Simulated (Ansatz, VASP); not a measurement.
# Pb in VASP and in Ansatz

INCAR

```
ALGO = Normal
EDIFF = 1E-6
ENCUT = 520
GGA = PS
ISIF = 2
ISMEAR = -1
LASPH = T
LCHARG = F
LREAL = F
LWAVE = F
NBANDS = 21
NELM = 60
PREC = Accurate
SIGMA = 0.1
```

File KPOINTS:

```
k-points
0
Gamma
  9 9 9
```

The input POSCAR:

```
Pb
1.0
    0.0000000000      3.4095582195      3.4095582195
    3.4095582195      0.0000000000      3.4095582195
    3.4095582195      3.4095582195      0.0000000000
Pb
2
Direct
    0.1250000000      0.1250000000      0.1250000000
    0.8750000000      0.8750000000      0.8750000000
```

Input for Ansatz:

```yaml
crystal:
  lattice:
    - [0.0, 3.4095582195, 3.4095582195]
    - [3.4095582195, 0.0, 3.4095582195]
    - [3.4095582195, 3.4095582195, 0.0]
  atoms:
    - { symbol: Pb, position: [0.125, 0.125, 0.125] }
    - { symbol: Pb, position: [0.875, 0.875, 0.875] }
hamiltonian:
  xc: pbesol
  pseudopotentials:
    kind: paw
    azcp:
      Pb: "pseudopotentials/Pb.paw.azcp"
basis:
  ecutwfc: 420
  fft_grid_basis: typed
kpoints:
  mp_grid: { grid: [9, 9, 9], shift: [0, 0, 0] }
magnetization:
  spin_polarized: false
scf:
  occupations: { method: fermi_dirac, width: 0.1 }
  lower_state_search: "off"
output:
  stress: true
```

Alike in both runs: task single point; functional PBEsol; k mesh 9 × 9 × 9; occupations fermi-dirac, width 0.1 eV; no spin polarisation.

|  | VASP | Ansatz |
| --- | --- | --- |
| version | VASP 6.6.1 | Ansatz 0.2.0 |
| potentials or method | VASP PAW PBE potentials, release 64 (Pb_d), cutoff 520 eV | plane waves (420 eV) with PAW, scalar-relativistic |
| valence electrons in the cell | 28 | 28 |

Ansatz gave:

```
pressure (GPa) : 1.3
```

Q: Which values does VASP return?

A: Pressure (GPa): 1.2.

VASP's potentials were made for PBE, not for PBEsol, and Ansatz warns of the same on its side.

Neither program's run includes spin-orbit coupling.
